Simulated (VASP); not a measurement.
# Au: single point with r2SCAN

The system is Au.

```
CELL_PARAMETERS angstrom
-1.71957 1.71957 1.63769
1.71957 -1.71957 1.63769
1.71957 1.71957 -1.63769
ATOMIC_POSITIONS crystal
Au 0.00000 0.00000 0.00000
```

This cell differs from its parent crystal: strain +0.050 along x and y, +0.000 along z.

* Program: VASP 6.6.1
* Task: single point
* Functional: r2SCAN
* Potentials or basis: VASP PAW PBE potentials, release 64 (Au)
* Cutoff: 520 eV
* k mesh: 26 × 26 × 26
* Occupations: gaussian, width 0.15 eV
* Spin: no spin polarisation

- Pressure: -10.7 GPa

Stress tensor (GPa, compression positive):
```
-10.50   0.00   0.00
  0.00 -10.50   0.00
  0.00   0.00 -11.10
```

Levels at points of the mesh, in eV from the Fermi level:
| k point | band 3 | band 4 | band 5 | band 6 | band 7 | band 8 | band 9 | band 10 |
| --- | --- | --- | --- | --- | --- | --- | --- | --- |
| (0.00, 0.00, 0.00) | -4.43 | -4.43 | -3.10 | -2.79 | 16.95 | 16.95 | 17.84 | 22.45 |
| (0.50, 0.00, 0.00) | -3.03 | -2.65 | -1.64 | 0.12 | 3.04 | 12.63 | 13.16 | 20.37 |
| (0.50, 0.50, 0.00) | -3.28 | -2.89 | -1.69 | -0.14 | 2.66 | 13.39 | 14.25 | 21.79 |
| (0.50, 0.50, 0.50) | -1.99 | -1.99 | -1.90 | 6.00 | 6.00 | 7.38 | 8.45 | 14.85 |

Run time: 30 min on 1 thread of Oxide Virtual Turin-like Processor, on a shared host, peak memory 0.36 GiB.

Caveat: the cell differs from its parent crystal (strain +0.050 along x and y, +0.000 along z); the PAW data sets were made with another functional, which shifts forces and pressure a little; spin-orbit coupling is left out, which moves the levels of the heavy elements.
